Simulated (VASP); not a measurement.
A run of VASP 6.6.1 is set up as follows.

INCAR

```
PREC     = Accurate       # precision mode
ENCUT    = 520            # plane-wave cutoff, eV
EDIFF    = 1E-6           # SCF threshold, eV
ISMEAR   = 0              # smearing method
SIGMA    = 0.1            # smearing width, eV
LREAL    = False          # projectors in reciprocal space
LASPH    = True           # aspherical terms in the spheres
NELM     = 100            # most SCF steps
ALGO     = Normal         # electronic algorithm
ISIF     = 2              # what is computed and relaxed
LWAVE    = False          # write WAVECAR
LCHARG   = False          # write CHGCAR
GGA      = PE             # functional
NBANDS   = 18             # bands
```

The input KPOINTS:

```
regular mesh
0
Gamma
  6 6 6
```

Contents of POSCAR:

```
GeI
1.0
    2.1024987900      1.2138782400      3.4640551900
   -2.1024987900      1.2138782400      3.4640551900
    0.0000000000     -2.4277564800      3.4640551900
Ge I
1 1
Direct
    0.5000000000      0.5000000000      0.5000000000
    0.0000000000      0.0000000000      0.0000000000
```

Potentials or basis: VASP PAW PBE potentials, release 64 (Ge_d, I).

The run is started by

```bash
$ cat potpaw_PBE.64/Ge_d/POTCAR potpaw_PBE.64/I/POTCAR > POTCAR
$ mpirun -np 1 vasp_std > vasp.out
```

(1) What does it give for the band gap on the k mesh?

(2) What does it give for the pressure?

Results:

(1) zero (an odd number of electrons rules out a gap without spin polarisation).

(2) 7.7 GPa.

Caveat: the cell stands under pressure; spin-orbit coupling is left out, which moves the levels of the heavy elements; an odd number of electrons without spin polarisation forces a metal; a magnetic or distorted state may lie lower.
